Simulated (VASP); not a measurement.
# Ga (P6_3/mmc) in VASP: single point with PBEsol

Aim: the single point of Ga with PBEsol.

Program: VASP 6.6.1. These are calculated values, not measurements. Logs are shortened: lines on timing, memory, paths and dates and some standing lists are left out, and cuts for length are marked.

**1. The cell of the first run**

Symmetry: P6_3/mmc, No. 194, hexagonal system. Conventional cell: a = 2.910 Å, b = 2.910 Å, c = 4.875 Å, α = 90.00°, β = 90.00°, γ = 120.00°. Ga (site symmetry -6m2) has 12 Ga at 2.91 to 2.96 Å within 3.8 Å.

This isn't the form of Ga at room conditions, which is orthorhombic.

**2. Single point, PBEsol**

Input file INCAR:

```
SYSTEM = Ga
ALGO = Normal
EDIFF = 1E-6
ENCUT = 520
GGA = PS
ISIF = 2
ISMEAR = -1
LASPH = .True.
LCHARG = .False.
LREAL = .False.
LWAVE = .False.
NBANDS = 20
NELM = 60
PREC = Accurate
SIGMA = 0.1
```

Input file KPOINTS:

```
k-points
0
Gamma
  15 15 8
  0 0 0
```

Input file POSCAR:

```
Ga
1.0
    2.9096601263      0.0000000000      0.0000000000
   -1.4548300632      2.5198395857      0.0000000000
    0.0000000000      0.0000000000      4.8754622440
Ga
2
Direct
    0.3333333333      0.6666666667      0.2500000000
    0.6666666667      0.3333333333      0.7500000000
```

Potentials or basis: VASP PAW PBE potentials, release 64 (Ga_d).

Launch:

```sh
$ cat potpaw_PBE.64/Ga_d/POTCAR > POTCAR
$ mpirun -np 1 vasp_std > vasp.out
```

OUTCAR:

```text
SYSTEM = Ga
   EDIFF = 1E-6
   ENCUT = 520
   GGA = PS
   ISIF = 2
   ISMEAR = -1
   LASPH = .True.
   LREAL = .False.
   NELM = 60
   PREC = Accurate

 ion  position               nearest neighbor table
   1  0.333  0.667  0.250-
   2  0.667  0.333  0.750-

  LATTYP: Found a hexagonal cell.
 ALAT       =     2.9096601263
 C/A-ratio  =     1.6756122820

  Lattice vectors:

 A1 = (   2.9096601263,   0.0000000000,   0.0000000000)
 A2 = (  -1.4548300632,   2.5198395857,   0.0000000000)
 A3 = (   0.0000000000,   0.0000000000,   4.8754622440)

Analysis of symmetry for initial positions (statically):
=====================================================================
 Subroutine PRICEL returns:
 Original cell was already a primitive cell.

 Routine SETGRP: Setting up the symmetry group for a
 hexagonal supercell.

 Subroutine GETGRP returns: Found 24 space group operations
 (whereof 12 operations were pure point group operations)
 out of a pool of 24 trial point group operations.

The static configuration has the point symmetry D_3d.
 The point group associated with its full space group is D_6h.

Analysis of symmetry for dynamics (positions and initial velocities):
=====================================================================
 Subroutine PRICEL returns:
 Original cell was already a primitive cell.

 Routine SETGRP: Setting up the symmetry group for a
 hexagonal supercell.

 Subroutine GETGRP returns: Found 24 space group operations
 (whereof 12 operations were pure point group operations)
 out of a pool of 24 trial point group operations.

The dynamic configuration has the point symmetry D_3d.
 The point group associated with its full space group is D_6h.

 Subroutine INISYM returns: Found 24 space group operations
 (whereof 12 operations are pure point group operations),
 and found     1 'primitive' translations

----------------------------------------------------------------------------------------

                                     Primitive cell

  volume of cell :      35.7463

  direct lattice vectors                    reciprocal lattice vectors
     2.909660126  0.000000000  0.000000000     0.343682752  0.198425329  0.000000000
    -1.454830063  2.519839586  0.000000000     0.000000000  0.396850659  0.000000000
     0.000000000  0.000000000  4.875462244     0.000000000  0.000000000  0.205108757

  length of vectors
     2.909660126  2.909660126  4.875462244     0.396850659  0.396850659  0.205108757

  position of ions in fractional coordinates (direct lattice)
     0.333333333  0.666666667  0.250000000
     0.666666667  0.333333333  0.750000000

  ion indices of the primitive-cell ions
   primitive index   ion index
                 1           1
                 2           2

----------------------------------------------------------------------------------------

 KPOINTS: k-points

Automatic generation of k-mesh.
 Grid dimensions read from file:
 generate k-points for:   15   15    8

 Generating k-lattice:

  Cartesian coordinates                     Fractional coordinates (reciprocal lattice)
     0.022912183  0.013228355  0.000000000     0.066666667  0.000000000  0.000000000
     0.000000000  0.026456711  0.000000000     0.000000000  0.066666667  0.000000000
     0.000000000  0.000000000  0.025638595     0.000000000  0.000000000  0.125000000

  Length of vectors
     0.026456711  0.026456711  0.025638595

  Shift w.r.t. Gamma in fractional coordinates (k-lattice)
     0.000000000  0.000000000  0.000000000

 Subroutine IBZKPT returns following result:
 ===========================================

 Found    135 irreducible k-points:

 Following reciprocal coordinates:
            Coordinates               Weight
  0.000000  0.000000  0.000000      1.000000
  0.066667  0.000000  0.000000      6.000000
  0.133333 -0.000000  0.000000      6.000000
  0.200000 -0.000000  0.000000      6.000000
  0.266667 -0.000000  0.000000      6.000000
  0.333333 -0.000000  0.000000      6.000000
[... 16 lines left out ...]
  0.333333  0.200000  0.000000     12.000000
  0.400000  0.200000  0.000000      6.000000
 [... further k-points ...]
   k-points           NKPTS =    135   k-points in BZ     NKDIM =    135   number of bands    NBANDS=     20
   number of dos      NEDOS =    301   number of ions     NIONS =      2
   total plane-waves  NPLWV =  20736
   dimension x,y,z NGX =    24 NGY =   24 NGZ =   36
   dimension x,y,z NGXF=    48 NGYF=   48 NGZF=   72
   ions per type =               2
   NGX,Y,Z   is equivalent  to a cutoff of  13.71, 13.71, 12.28 a.u.
   NGXF,Y,Z  is equivalent  to a cutoff of  27.43, 27.43, 24.55 a.u.
 SYSTEM =  Ga
   PREC   = accura    normal or accurate (medium, high low for compatibility)
   ISTART =      0    job   : 0-new  1-cont  2-samecut
   ICHARG =      2    charge: 1-file 2-atom 10-const
   ISPIN  =      1    spin polarized calculation?
   LNONCOLLINEAR =      F non collinear calculations
   LSORBIT =      F    spin-orbit coupling
   LASPH  =      T    aspherical Exc in radial PAW
   ENCUT  =  520.0 eV  38.22 Ry    6.18 a.u.   5.41  5.41  9.07*2*pi/ulx,y,z
   NELM   =     60;   NELMIN=  2; NELMDL= -5     # of ELM steps
   EDIFF  = 0.1E-05   stopping-criterion for ELM
   LREAL  =      F    real-space projection
   EDIFFG = 0.1E-04   stopping-criterion for IOM
   NSW    =      0    number of steps for IOM
   IBRION =     -1    ionic relax: 0-MD 1-quasi-New 2-CG
   NFREE  =      0    steps in history (QN), initial steepest desc. (CG)
   ISIF   =      2    stress and relaxation
   ISYM   =      2    0-nonsym 1-usesym 2-fastsym
   POTIM  = 0.5000    time-step for ionic-motion
   TEBEG  =    0.0;   TEEND  =   0.0 temperature during run
   PSTRESS=    0.0 pullay stress
   NELECT =      26.0000    total number of electrons
   NUPDOWN=      -1.0000    fix difference up-down
   EMIN   =  10.00;   EMAX   =-10.00  energy-range for DOS
   EFERMI =   0.00;   METHOD = LEGACY
   ISMEAR =    -1;   SIGMA  =   0.10  broadening in eV -4-tet -1-fermi 0-gaus
   EFERMI_NEDOS =   21; number of points for ismear=-14 and -15
   IALGO  =     38    algorithm
   IMIX   =      4    mixing-type and parameters
     AMIX     =   0.40;   BMIX     =  1.00
     AMIX_MAG =   1.60;   BMIX_MAG =  1.00
  volume/ion in A,a.u.               =      17.87       120.61
  Fermi-wavevector in a.u.,A,eV,Ry     =   1.472275  2.782196 29.491906  2.167594
  Thomas-Fermi vector in A             =   2.587309
   LORBIT       =      0    0 simple, 1 ext, 2 COOP (PROOUT), +10 PAW based schemes
   GGA     = PS    functional components
   LHFCALC =     F    Hartree Fock is set to
   AEXX    =    0.0000 exact exchange contribution
   IVDW    =     0    specifies the selected vdW correction
   LEPSILON=     F    determine dielectric tensor
   LRPA    =     F    only Hartree local field effects (RPA)
 non-spin polarized calculation
  energy-cutoff  :      520.00
  volume of cell :       35.75
 maximum number of plane-waves:       990
 NGX is ok and might be reduce to    24
   NGX = 11   NGY = 11   NGZ = 19

 number of electron      26.0000003 magnetization

 Free energy of the ion-electron system (eV)
  ---------------------------------------------------
  ext. energy  EPLUGINS =         0.00000000
  ---------------------------------------------------
  free energy    TOTEN  =        -6.65975913 eV

  energy without entropy =       -6.63369583  energy(sigma->0) =       -6.64672748

 E-fermi :   5.9293     XC(G=0): -11.4258

 val. band max:        5.8977328024   @ k =   0.3333   0.1333   0.0000
 cond. band min:       5.9516453310   @ k =   0.3333   0.2667   0.1250
 fundamental gap:      0.0539125286
 Fermi energy:         5.9293029294

 k-point     1 :       0.0000    0.0000    0.0000
  band No.  band energies     occupation
      1      -9.0687      2.00000
      2      -8.9854      2.00000
      3      -8.9495      2.00000
      4      -8.9495      2.00000
      5      -8.9259      2.00000
      6      -8.9259      2.00000
[... 12 lines left out ...]
     19      20.5779      0.00000
     20      20.7852      0.00000

 k-point     2 :       0.0667    0.0000    0.0000
  band No.  band energies     occupation
      1      -9.0606      2.00000
      2      -8.9860      2.00000
      3      -8.9462      2.00000
      4      -8.9388      2.00000
      5      -8.9271      2.00000
      6      -8.9159      2.00000
[... 12 lines left out ...]
     19      20.5879      0.00000
     20      21.3897      0.00000

 k-point     3 :       0.1333   -0.0000    0.0000
  band No.  band energies     occupation
      1      -9.0474      2.00000
      2      -8.9861      2.00000
      3      -8.9420      2.00000
      4      -8.9186      2.00000
      5      -8.9083      2.00000
      6      -8.8874      2.00000
[... 12 lines left out ...]
     19      18.9639      0.00000
     20      21.0914      0.00000

 k-point     4 :       0.2000   -0.0000    0.0000
  band No.  band energies     occupation
      1      -9.0576      2.00000
      2      -8.9701      2.00000
      3      -8.9490      2.00000
      4      -8.9202      2.00000
      5      -8.8929      2.00000
      6      -8.8839      2.00000
[... 12 lines left out ...]
     19      18.3521      0.00000
     20      20.2140      0.00000

 k-point     5 :       0.2667   -0.0000    0.0000
  band No.  band energies     occupation
      1      -9.0850      2.00000
      2      -8.9811      2.00000
      3      -8.9631      2.00000
      4      -8.9225      2.00000
      5      -8.9104      2.00000
      6      -8.8386      2.00000
[... 12 lines left out ...]
     19      17.5983      0.00000
     20      20.0122      0.00000
[... 353 lines left out ...]
      6      -8.8503      2.00000
[... 12 lines left out ...]
     19      15.8037      0.00000
     20      21.4123      0.00000

 k-point    22 :       0.2667    0.2000    0.0000
  band No.  band energies     occupation
      1      -9.0372      2.00000
      2      -9.0340      2.00000
      3      -8.9829      2.00000
      4      -8.9460      2.00000
      5      -8.8754      2.00000
      6      -8.8647      2.00000
[... 12 lines left out ...]
     19      14.8146      0.00000
     20      21.3851      0.00000

 k-point    23 :       0.3333    0.2000    0.0000
  band No.  band energies     occupation
      1      -9.0589      2.00000
      2      -9.0470      2.00000
      3      -8.9607      2.00000
      4      -8.9432      2.00000
      5      -8.8828      2.00000
      6      -8.8623      2.00000
[... 12 lines left out ...]
     19      14.3344      0.00000
     20      21.1477      0.00000

 k-point    24 :       0.4000    0.2000    0.0000
  band No.  band energies     occupation
      1      -9.0665      2.00000
      2      -9.0517      2.00000
      3      -8.9534      2.00000
      4      -8.9402      2.00000
      5      -8.8911      2.00000
      6      -8.8521      2.00000
[... 12 lines left out ...]
     19      14.1894      0.00000
     20      21.0623      0.00000

 [... further k-points ...]

------------------------ aborting loop because EDIFF is reached ----------------------------------------

  FORCE on cell =-STRESS in cart. coord.  units (eV):
  Direction    XX          YY          ZZ          XY          YZ          ZX
  --------------------------------------------------------------------------------------
  -------------------------------------------------------------------------------------
  Total       -0.0090340     -0.0090340     -0.0140110      0.0000000     -0.0000000      0.0000000
  in kB       -0.4049098     -0.4049098     -0.6279854      0.0000000     -0.0000000      0.0000000
  external PRESSURE =      -0.4792683 kB  Pullay stress =       0.0000000 kB

 VOLUME and BASIS-vectors are now :
 -----------------------------------------------------------------------------
  energy-cutoff  :      520.00
  volume of cell :       35.75
      direct lattice vectors                 reciprocal lattice vectors
     2.909660126  0.000000000  0.000000000     0.343682752  0.198425329  0.000000000
    -1.454830063  2.519839586  0.000000000     0.000000000  0.396850659  0.000000000
     0.000000000  0.000000000  4.875462244     0.000000000  0.000000000  0.205108757

 POSITION                                       TOTAL-FORCE (eV/Angst)
 -----------------------------------------------------------------------------------
     -0.00000      1.67989      1.21887         0.000000     -0.000000      0.000000
      1.45483      0.83995      3.65660        -0.000000      0.000000      0.000000
 -----------------------------------------------------------------------------------
    total drift:                                0.000000     -0.000000      0.000000

  FREE ENERGIE OF THE ION-ELECTRON SYSTEM (eV)
  ---------------------------------------------------
  free  energy   TOTEN  =        -6.6597591330 eV

  energy  without entropy=       -6.6336958269  energy(sigma->0) =       -6.64672748
```

Wall time 30 s (1 thread of AMD EPYC 9R45 (Zen 5), shared host); peak memory 0.18 GiB.

Results:

| Item | Value |
| --- | --- |
| Free energy | -6.6598 eV |
| Pressure | 0.0 GPa |
| Band gap on the k mesh | zero (bands 13 and 14 overlap by 7.53 eV) |

Caveat: the PAW data sets were made with another functional, which shifts forces and pressure a little.

The gap in the log of VASP goes by the Fermi energy; the results here count the filled bands.